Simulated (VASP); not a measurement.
# MgO (Fm-3m) in VASP: notebook, part 3 of 3

VASP 6.6.1.

**6. Single point, r2SCAN+D3(BJ) (volume scaled by 1.02)**

File POSCAR:

```
MgO
1.0
    0.0000000000      2.1095789855      2.1095789855
    2.1095789855      0.0000000000      2.1095789855
    2.1095789855      2.1095789855      0.0000000000
Mg O
1 1
Direct
    0.0000000000      0.0000000000      0.0000000000
    0.5000000000      0.5000000000      0.5000000000
```

File INCAR.step1:

```
  PREC = Accurate
  ENCUT = 520
  ISMEAR = 0
  SIGMA = 0.05
  LREAL = F
  LASPH = T
  NELM = 80
  NBANDS = 11
  GGA = PE
  ALGO = Normal
  EDIFF = 1E-4
  LWAVE = T
  LCHARG = F
```

File INCAR.step2:

```
  PREC = Accurate
  ENCUT = 520
  EDIFF = 1E-6
  ISMEAR = 0
  SIGMA = 0.05
  LREAL = F
  LASPH = T
  NELM = 80
  ALGO = Normal
  ISIF = 2
  LWAVE = F
  LCHARG = F
  METAGGA = R2SCAN
  LMIXTAU = T
  IVDW = 12
  VDW_S6 = 1.0
  VDW_S8 = 0.78981345
  VDW_A1 = 0.49484001
  VDW_A2 = 5.73083694
  NBANDS = 11
  ISTART = 1
```

File KPOINTS:

```
Automatic mesh
0
Gamma
  10 10 10
```

Potentials or basis: VASP PAW PBE potentials, release 64 (Mg, O).

Launch:

```bash
cat potpaw_PBE.64/Mg/POTCAR potpaw_PBE.64/O/POTCAR > POTCAR
cp INCAR.step1 INCAR
mpirun -np 1 vasp_std > vasp.out
cp INCAR.step2 INCAR
mpirun -np 1 vasp_std > vasp.out
```

OUTCAR:

```text
PREC = Accurate
   ENCUT = 520
   EDIFF = 1E-6
   ISMEAR = 0
   LREAL = F
   LASPH = T
   NELM = 80
   ISIF = 2
   METAGGA = R2SCAN
   IVDW = 12
   ISTART = 1
 IVDW          = 12

 ion  position               nearest neighbor table
   1  0.000  0.000  0.000-   2 2.11   2 2.11   2 2.11   2 2.11   2 2.11   2 2.11
   2  0.500  0.500  0.500-   1 2.11   1 2.11   1 2.11   1 2.11   1 2.11   1 2.11

  LATTYP: Found a face centered cubic cell.
 ALAT       =     4.2191579710

  Lattice vectors:

 A1 = (   0.0000000000,   2.1095789855,   2.1095789855)
 A2 = (   2.1095789855,   0.0000000000,   2.1095789855)
 A3 = (   2.1095789855,   2.1095789855,   0.0000000000)

Analysis of symmetry for initial positions (statically):
=====================================================================
 Subroutine PRICEL returns:
 Original cell was already a primitive cell.

 Routine SETGRP: Setting up the symmetry group for a
 face centered cubic supercell.

 Subroutine GETGRP returns: Found 48 space group operations
 (whereof 48 operations were pure point group operations)
 out of a pool of 48 trial point group operations.

The static configuration has the point symmetry O_h .

Analysis of symmetry for dynamics (positions and initial velocities):
=====================================================================
 Subroutine PRICEL returns:
 Original cell was already a primitive cell.

 Routine SETGRP: Setting up the symmetry group for a
 face centered cubic supercell.

 Subroutine GETGRP returns: Found 48 space group operations
 (whereof 48 operations were pure point group operations)
 out of a pool of 48 trial point group operations.

The dynamic configuration has the point symmetry O_h .

 Subroutine INISYM returns: Found 48 space group operations
 (whereof 48 operations are pure point group operations),
 and found     1 'primitive' translations

----------------------------------------------------------------------------------------

                                     Primitive cell

  volume of cell :      18.7766

  direct lattice vectors                    reciprocal lattice vectors
     0.000000000  2.109578985  2.109578985    -0.237014117  0.237014117  0.237014117
     2.109578985  0.000000000  2.109578985     0.237014117 -0.237014117  0.237014117
     2.109578985  2.109578985  0.000000000     0.237014117  0.237014117 -0.237014117

  length of vectors
     2.983395212  2.983395212  2.983395212     0.410520492  0.410520492  0.410520492

  position of ions in fractional coordinates (direct lattice)
     0.000000000  0.000000000  0.000000000
     0.500000000  0.500000000  0.500000000

  ion indices of the primitive-cell ions
   primitive index   ion index
                 1           1
                 2           2

----------------------------------------------------------------------------------------

 KPOINTS: Automatic mesh

Automatic generation of k-mesh.
 Grid dimensions read from file:
 generate k-points for:   10   10   10

 Generating k-lattice:

[... 23 lines left out ...]
  0.500000  0.000000  0.000000      4.000000
[... 16 lines left out ...]
  0.300000  0.300000  0.000000      6.000000
  0.400000  0.300000  0.000000     24.000000
 [... further k-points ...]
   k-points           NKPTS =     47   k-points in BZ     NKDIM =     47   number of bands    NBANDS=     11
   number of dos      NEDOS =    301   number of ions     NIONS =      2
   total plane-waves  NPLWV =  13824
   dimension x,y,z NGX =    24 NGY =   24 NGZ =   24
   dimension x,y,z NGXF=    48 NGYF=   48 NGZF=   48
   ions per type =               1   1
   NGX,Y,Z   is equivalent  to a cutoff of  13.37, 13.37, 13.37 a.u.
   NGXF,Y,Z  is equivalent  to a cutoff of  26.75, 26.75, 26.75 a.u.
 SYSTEM =  unknown system
   PREC   = accura    normal or accurate (medium, high low for compatibility)
   ISTART =      1    job   : 0-new  1-cont  2-samecut
   ICHARG =      0    charge: 1-file 2-atom 10-const
   ISPIN  =      1    spin polarized calculation?
   LNONCOLLINEAR =      F non collinear calculations
   LSORBIT =      F    spin-orbit coupling
   LASPH  =      T    aspherical Exc in radial PAW
   ENCUT  =  520.0 eV  38.22 Ry    6.18 a.u.   5.55  5.55  5.55*2*pi/ulx,y,z
   NELM   =     80;   NELMIN=  2; NELMDL=  0     # of ELM steps
   EDIFF  = 0.1E-05   stopping-criterion for ELM
   LREAL  =      F    real-space projection
   EDIFFG = 0.1E-04   stopping-criterion for IOM
   NSW    =      0    number of steps for IOM
   IBRION =     -1    ionic relax: 0-MD 1-quasi-New 2-CG
   NFREE  =      0    steps in history (QN), initial steepest desc. (CG)
   ISIF   =      2    stress and relaxation
   ISYM   =      2    0-nonsym 1-usesym 2-fastsym
   POTIM  = 0.5000    time-step for ionic-motion
   TEBEG  =    0.0;   TEEND  =   0.0 temperature during run
   PSTRESS=    0.0 pullay stress
   NELECT =       8.0000    total number of electrons
   NUPDOWN=      -1.0000    fix difference up-down
   EMIN   =  10.00;   EMAX   =-10.00  energy-range for DOS
   EFERMI =   0.00;   METHOD = LEGACY
   ISMEAR =     0;   SIGMA  =   0.05  broadening in eV -4-tet -1-fermi 0-gaus
   EFERMI_NEDOS =   21; number of points for ismear=-14 and -15
   IALGO  =     38    algorithm
   IMIX   =      4    mixing-type and parameters
     AMIX     =   0.40;   BMIX     =  1.00
     AMIX_MAG =   1.60;   BMIX_MAG =  1.00
  volume/ion in A,a.u.               =       9.39        63.36
  Fermi-wavevector in a.u.,A,eV,Ry     =   1.231872  2.327901 20.646970  1.517509
  Thomas-Fermi vector in A             =   2.366665
   LORBIT       =      0    0 simple, 1 ext, 2 COOP (PROOUT), +10 PAW based schemes
   METAGGA = R2SCAN    functional components
   LHFCALC =     F    Hartree Fock is set to
   AEXX    =    0.0000 exact exchange contribution
   IVDW    =    12    specifies the selected vdW correction
   LEPSILON=     F    determine dielectric tensor
   LRPA    =     F    only Hartree local field effects (RPA)
 non-spin polarized calculation
 Gauss-broadening in eV      SIGMA  =   0.05
  energy-cutoff  :      520.00
  volume of cell :       18.78
 maximum number of plane-waves:       531
 NGX is ok and might be reduce to    24
   NGX = 11   NGY = 11   NGZ = 11

 number of electron       8.0000005 magnetization

 Free energy of the ion-electron system (eV)
  ---------------------------------------------------
  ext. energy  EPLUGINS =         0.00000000
  ---------------------------------------------------
  free energy    TOTEN  =       -16.15891076 eV

  energy without entropy =      -16.15891076  energy(sigma->0) =      -16.15891076

 E-fermi :   3.0255     XC(G=0): -11.5690

 val. band max:        2.7389301137   @ k =   0.0000   0.0000   0.0000
 cond. band min:       8.2920168631   @ k =   0.0000   0.0000   0.0000
 fundamental gap:      5.5530867493
 Fermi energy:         3.0255360268

 k-point     1 :       0.0000    0.0000    0.0000
  band No.  band energies     occupation
      1     -15.4360      2.00000
      2       2.7389      2.00000
      3       2.7389      2.00000
      4       2.7389      2.00000
      5       8.2920      0.00000
      6      19.5424      0.00000
      7      19.5424      0.00000
      8      19.5424      0.00000
      9      23.6734      0.00000
     10      25.4355      0.00000
     11      25.4355      0.00000
[... 309 lines left out ...]
 k-point    24 :       0.4000    0.3000    0.0000
  band No.  band energies     occupation
      1     -14.2417      2.00000
      2      -0.8217      2.00000
      3       1.4278      2.00000
      4       1.6402      2.00000
      5      13.2700      0.00000
      6      13.8577      0.00000
      7      17.4541      0.00000
      8      22.1410      0.00000
      9      22.3618      0.00000
     10      28.9590      0.00000
     11      31.1081      0.00000

 [... further k-points ...]

------------------------ aborting loop because EDIFF is reached ----------------------------------------

 Edisp (eV)   -0.27663

 E8    (eV) :    -0.0840

  FORCE on cell =-STRESS in cart. coord.  units (eV):
  Direction    XX          YY          ZZ          XY          YZ          ZX
  --------------------------------------------------------------------------------------
  -------------------------------------------------------------------------------------
  Total      -0.61675    -0.61675    -0.61675     0.00000     0.00000     0.00000
  in kB     -52.62585   -52.62585   -52.62585     0.00000     0.00000     0.00000
  external pressure =      -52.63 kB  Pullay stress =        0.00 kB

 VOLUME and BASIS-vectors are now :
 -----------------------------------------------------------------------------
  energy-cutoff  :      520.00
  volume of cell :       18.78
      direct lattice vectors                 reciprocal lattice vectors
     0.000000000  2.109578985  2.109578985    -0.237014117  0.237014117  0.237014117
     2.109578985  0.000000000  2.109578985     0.237014117 -0.237014117  0.237014117
     2.109578985  2.109578985  0.000000000     0.237014117  0.237014117 -0.237014117

 POSITION                                       TOTAL-FORCE (eV/Angst)
 -----------------------------------------------------------------------------------
      0.00000      0.00000      0.00000        -0.000000      0.000000      0.000000
      2.10958      2.10958      2.10958         0.000000     -0.000000      0.000000
 -----------------------------------------------------------------------------------
    total drift:                               -0.000000     -0.000000      0.000000

  FREE ENERGIE OF THE ION-ELECTRON SYSTEM (eV)
  ---------------------------------------------------
  free  energy   TOTEN  =       -16.4355398815 eV

  energy  without entropy=      -16.4355398815  energy(sigma->0) =      -16.43553988
```

Wall time 79 s (1 thread of Intel Xeon 8259CL, shared host); peak memory 0.16 GiB.

What came out:

```
Free energy                : -16.4355 eV
Pressure                   : -5.3 GPa
Band gap on the k mesh     : 5.55 eV, direct
Dispersion energy per atom : -0.138 eV
```

Caveat: three body term missing; the PAW data sets were made with another functional, which shifts forces and pressure a little.

**7. The runs side by side**

| cell | gap on the mesh (eV) | pressure (GPa) |
| --- | --- | --- |
| a = 2.944 Å, angles 60.0°, 2 atoms | 5.97 | 1.5 |
| a = 2.924 Å, angles 60.0°, 2 atoms | 6.19 | 5.4 |
| a = 2.961 Å, angles 60.0°, 2 atoms | 5.78 | -1.6 |
| a = 2.964 Å, angles 60.0°, 2 atoms | 5.75 | -2.1 |
| a = 2.983 Å, angles 60.0°, 2 atoms | 5.55 | -5.3 |

Alike in all rows: task single point; level r2SCAN+D3(BJ); potentials or basis VASP PAW PBE potentials, release 64 (Mg, O); no spin polarisation; k mesh 10 × 10 × 10; cutoff (eV) 520; smearing gaussian 0.05 eV.

Caveats: three body term missing; the PAW data sets were made with another functional, which shifts forces and pressure a little.

Total energies depend on the potentials used, so only differences within one code and one set of settings carry meaning.

**8. Comparison with measurements**

Step 4. Measured gap of MgO: 7.83 eV (quoted in “Electronic structure of alkaline earth and post-transition metal oxides”, 2009, arxiv:0908.1581). This calculation gives 5.78 eV (-2.05 eV). The value is that of r2SCAN+D3(BJ), without temperature or zero-point motion.

Step 5. A measured gap of MgO is 7.83 eV (quoted in “Electronic structure of alkaline earth and post-transition metal oxides”, 2009, arxiv:0908.1581); the calculated 5.75 eV misses it by -2.08 eV. The value is that of r2SCAN+D3(BJ), without temperature or zero-point motion.
